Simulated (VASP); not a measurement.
# SnSe (P4/nmm) in VASP: single point with HSE06

Aim: the single point of SnSe with HSE06.

Program: VASP 6.6.1. These are calculated values, not measurements. Logs are shortened: lines on timing, memory, paths and dates and some standing lists are left out, and cuts for length are marked.

### 1 The cell of the first run

The typed cell holds 4 atoms: a = 4.219 Å, b = 4.219 Å, c = 5.993 Å, α = 90.00°, β = 90.00°, γ = 90.00°.

### 2 Single point, HSE06

Input file POSCAR:

```
SnSe
1.0
    4.2193393516      0.0000000000      0.0000000000
    0.0000000000      4.2193393516      0.0000000000
    0.0000000000      0.0000000000      5.9930255593
Sn Se
2 2
Direct
    0.5000000000      0.0000000000      0.2500915766
    0.0000000000      0.5000000000      0.7499084234
    0.5000000000      0.0000000000      0.7498972969
    0.0000000000      0.5000000000      0.2501027031
```

Input file INCAR.step1:

```
ALGO     = Normal         # electronic algorithm
EDIFF    = 1E-5           # SCF threshold, eV
ENCUT    = 520            # plane-wave cutoff, eV
GGA      = PE             # functional
ISIF     = 2              # what is computed and relaxed
ISMEAR   = 0              # smearing method
LASPH    = True           # aspherical terms in the spheres
LCHARG   = False          # write CHGCAR
LREAL    = False          # projectors in reciprocal space
LWAVE    = True           # write WAVECAR
NBANDS   = 28             # bands
NELM     = 100            # most SCF steps
PREC     = Accurate       # precision mode
SIGMA    = 0.01           # smearing width, eV
```

Input file INCAR.step2:

```
ALGO     = Normal         # electronic algorithm
EDIFF    = 1E-7           # SCF threshold, eV
ENCUT    = 520            # plane-wave cutoff, eV
GGA      = PE             # functional
HFSCREEN = 0.2079         # screening, 1/A
ISIF     = 2              # what is computed and relaxed
ISMEAR   = 0              # smearing method
ISTART   = 1            
LASPH    = True           # aspherical terms in the spheres
LCHARG   = False          # write CHGCAR
LHFCALC  = True           # exact exchange
LREAL    = False          # projectors in reciprocal space
LWAVE    = False          # write WAVECAR
NBANDS   = 28             # bands
NELM     = 100            # most SCF steps
PREC     = Accurate       # precision mode
PRECFOCK = Normal       
SIGMA    = 0.01           # smearing width, eV
```

Input file KPOINTS:

```
k-points
0
Gamma
  4 4 2
```

Potentials or basis: VASP PAW PBE potentials, release 64 (Sn_d, Se).

Command:

```console
$ cat potpaw_PBE.64/Sn_d/POTCAR potpaw_PBE.64/Se/POTCAR > POTCAR
$ cp INCAR.step1 INCAR
$ mpirun -np 1 vasp_std > vasp.out
$ cp INCAR.step2 INCAR
$ mpirun -np 1 vasp_std > vasp.out
```

OUTCAR:

```text
EDIFF = 1E-7
   ENCUT = 520
   GGA = PE
   HFSCREEN = 0.2079
   ISIF = 2
   ISMEAR = 0
   ISTART = 1
   LASPH = True
   LHFCALC = True
   LREAL = False
   NELM = 100
   PREC = Accurate
   PRECFOCK = Normal

 ion  position               nearest neighbor table
   1  0.500  0.000  0.250-   4 2.98   4 2.98   4 2.98   4 2.98   3 3.00   3 3.00
   2  0.000  0.500  0.750-   3 2.98   3 2.98   3 2.98   3 2.98   4 3.00   4 3.00
   3  0.500  0.000  0.750-   2 2.98   2 2.98   2 2.98   2 2.98   1 3.00   1 3.00
   4  0.000  0.500  0.250-   1 2.98   1 2.98   1 2.98   1 2.98   2 3.00   2 3.00

  LATTYP: Found a simple tetragonal cell.
 ALAT       =     4.2193393516
 C/A-ratio  =     1.4203705983

  Lattice vectors:

 A1 = (   4.2193393516,   0.0000000000,   0.0000000000)
 A2 = (   0.0000000000,   4.2193393516,   0.0000000000)
 A3 = (   0.0000000000,   0.0000000000,   5.9930255593)

Analysis of symmetry for initial positions (statically):
=====================================================================
 Subroutine PRICEL returns:
 Original cell was already a primitive cell.

 Routine SETGRP: Setting up the symmetry group for a
 simple tetragonal supercell.

 Subroutine GETGRP returns: Found 16 space group operations
 (whereof  8 operations were pure point group operations)
 out of a pool of 16 trial point group operations.

The static configuration has the point symmetry D_2d.
 The point group associated with its full space group is D_4h.

Analysis of symmetry for dynamics (positions and initial velocities):
=====================================================================
 Subroutine PRICEL returns:
 Original cell was already a primitive cell.

 Routine SETGRP: Setting up the symmetry group for a
 simple tetragonal supercell.

 Subroutine GETGRP returns: Found 16 space group operations
 (whereof  8 operations were pure point group operations)
 out of a pool of 16 trial point group operations.

The dynamic configuration has the point symmetry D_2d.
 The point group associated with its full space group is D_4h.

 Subroutine INISYM returns: Found 16 space group operations
 (whereof  8 operations are pure point group operations),
 and found     1 'primitive' translations

[... 86 lines left out ...]
   LREAL  =      F    real-space projection
   EDIFFG = 0.1E-05   stopping-criterion for IOM
   NSW    =      0    number of steps for IOM
   IBRION =     -1    ionic relax: 0-MD 1-quasi-New 2-CG
   NFREE  =      0    steps in history (QN), initial steepest desc. (CG)
   ISIF   =      2    stress and relaxation
   ISYM   =      3    0-nonsym 1-usesym 2-fastsym
   POTIM  = 0.5000    time-step for ionic-motion
   TEBEG  =    0.0;   TEEND  =   0.0 temperature during run
   PSTRESS=    0.0 pullay stress
   NELECT =      40.0000    total number of electrons
   NUPDOWN=      -1.0000    fix difference up-down
   EMIN   =  10.00;   EMAX   =-10.00  energy-range for DOS
   EFERMI =   0.00;   METHOD = LEGACY
   ISMEAR =     0;   SIGMA  =   0.01  broadening in eV -4-tet -1-fermi 0-gaus
   EFERMI_NEDOS =   21; number of points for ismear=-14 and -15
   IALGO  =     38    algorithm
   IMIX   =      1    mixing-type and parameters
     AMIX     =   0.40;   BMIX     =  1.00
     AMIX_MAG =   1.60;   BMIX_MAG =  1.00
  volume/ion in A,a.u.               =      26.67       180.00
  Fermi-wavevector in a.u.,A,eV,Ry     =   1.180456  2.230738 18.959398  1.393476
  Thomas-Fermi vector in A             =   2.316748
   LORBIT       =      0    0 simple, 1 ext, 2 COOP (PROOUT), +10 PAW based schemes
   GGA     = PE    functional components
   LHFCALC =     T    Hartree Fock is set to
   PRECFOCK=normal    Normal, Fast or Accurate (Low or Medium for compatibility)
   ENCUT4O =  -1.0   cutoff for four orbital integrals eV
   NKREDX  =     1    reduce k-point grid by
   NKREDY  =     1    reduce k-point grid by
   NKREDZ  =     1    reduce k-point grid by
   AEXX    =    0.2500 exact exchange contribution
   HFSCREEN=    0.2079 screening length (either q_TF or 0.3 A-1)
   HFSCREENC=   0.2079 screening length for correlation (either q_TF or 0.3 A-1)
   ENCUTFOCK=  -1.0 apply spherical cutoff to Coloumb kernel
   IVDW    =     0    specifies the selected vdW correction
   LEPSILON=     F    determine dielectric tensor
   LRPA    =     F    only Hartree local field effects (RPA)
 non-spin polarized calculation
 Gauss-broadening in eV      SIGMA  =   0.01
  energy-cutoff  :      520.00
  volume of cell :      106.69
 maximum number of plane-waves:      2916
 NGX is ok and might be reduce to    32
  NGX = 24; NGY = 24; NGZ = 36

 number of electron      40.0000002 magnetization

 Free energy of the ion-electron system (eV)
  ---------------------------------------------------
  ext. energy  EPLUGINS =         0.00000000
  ---------------------------------------------------
  free energy    TOTEN  =       -19.10917290 eV

  energy without entropy =      -19.10917290  energy(sigma->0) =      -19.10917290

 E-fermi :   5.9138     XC(G=0):  -8.0877

 val. band max:        5.8679012383   @ k =   0.5000   0.0000   0.5000
 cond. band min:       6.4212754363   @ k =   0.5000   0.0000   0.5000
 fundamental gap:      0.5533741980
 Fermi energy:         5.9137561658

 k-point     1 :       0.0000    0.0000    0.0000
  band No.  band energies     occupation
      1     -18.3577      2.00000
      2     -18.3233      2.00000
      3     -18.3035      2.00000
      4     -18.3035      2.00000
      5     -18.2846      2.00000
      6     -18.2846      2.00000
[... 361 lines left out ...]
     27      13.7167      0.00000
     28      13.7174      0.00000

------------------------ aborting loop because EDIFF is reached ----------------------------------------

  FORCE on cell =-STRESS in cart. coord.  units (eV):
  Direction    XX          YY          ZZ          XY          YZ          ZX
  --------------------------------------------------------------------------------------
  -------------------------------------------------------------------------------------
  Total       -1.1606000     -1.1606000      3.0010722      0.0000000     -0.0000000      0.0000000
  in kB      -17.4284236    -17.4284236     45.0663083      0.0000000     -0.0000000      0.0000000
  external PRESSURE =       3.4031537 kB  Pullay stress =       0.0000000 kB

 VOLUME and BASIS-vectors are now :
 -----------------------------------------------------------------------------
  energy-cutoff  :      520.00
  volume of cell :      106.69
      direct lattice vectors                 reciprocal lattice vectors
     4.219339352  0.000000000  0.000000000     0.237003928  0.000000000  0.000000000
     0.000000000  4.219339352  0.000000000     0.000000000  0.237003928  0.000000000
     0.000000000  0.000000000  5.993025559     0.000000000  0.000000000  0.166860627

 POSITION                                       TOTAL-FORCE (eV/Angst)
 -----------------------------------------------------------------------------------
      2.10967      0.00000      1.49881         0.000000      0.000000      0.002086
      0.00000      2.10967      4.49422         0.000000     -0.000000     -0.002086
      2.10967      0.00000      4.49415         0.000000     -0.000000     -0.002086
      0.00000      2.10967      1.49887         0.000000      0.000000      0.002086
 -----------------------------------------------------------------------------------
    total drift:                                0.000002      0.000000     -0.000007

  FREE ENERGIE OF THE ION-ELECTRON SYSTEM (eV)
  ---------------------------------------------------
  free  energy   TOTEN  =       -19.1091729001 eV

  energy  without entropy=      -19.1091729001  energy(sigma->0) =      -19.10917290
```

OUTCAR.step1:

```text
EDIFF = 1E-5
   ENCUT = 520
   GGA = PE
   ISIF = 2
[... 590 lines left out ...]
      2.10967      0.00000      1.49881         0.000000      0.000000      0.000564
      0.00000      2.10967      4.49422         0.000000      0.000000     -0.000564
      2.10967      0.00000      4.49415        -0.000000      0.000000      0.000267
      0.00000      2.10967      1.49887         0.000000      0.000000     -0.000267
 -----------------------------------------------------------------------------------
    total drift:                                0.000000      0.000000      0.000000

  FREE ENERGIE OF THE ION-ELECTRON SYSTEM (eV)
  ---------------------------------------------------
  free  energy   TOTEN  =       -16.0435316958 eV

  energy  without entropy=      -16.0435316958  energy(sigma->0) =      -16.04353170
```

Run time: 43 min. Hardware: 1 thread of Oxide Virtual Turin-like, shared host; peak memory 0.33 GiB.

What came out:

* Free energy: -19.1092 eV
* Pressure: 0.3 GPa
* Band gap on the k mesh: 0.55 eV

Forces in eV/Å, atoms in the order of the input:
```
Sn   0.000  0.000  0.002
Sn   0.000  0.000 -0.002
Se   0.000  0.000 -0.002
Se   0.000  0.000  0.002
```

Caveat: the k points lie up to 0.52 Å⁻¹ apart; the PAW data sets were made with another functional, which shifts forces and pressure a little; spin-orbit coupling is left out, which moves the levels of the heavy elements.
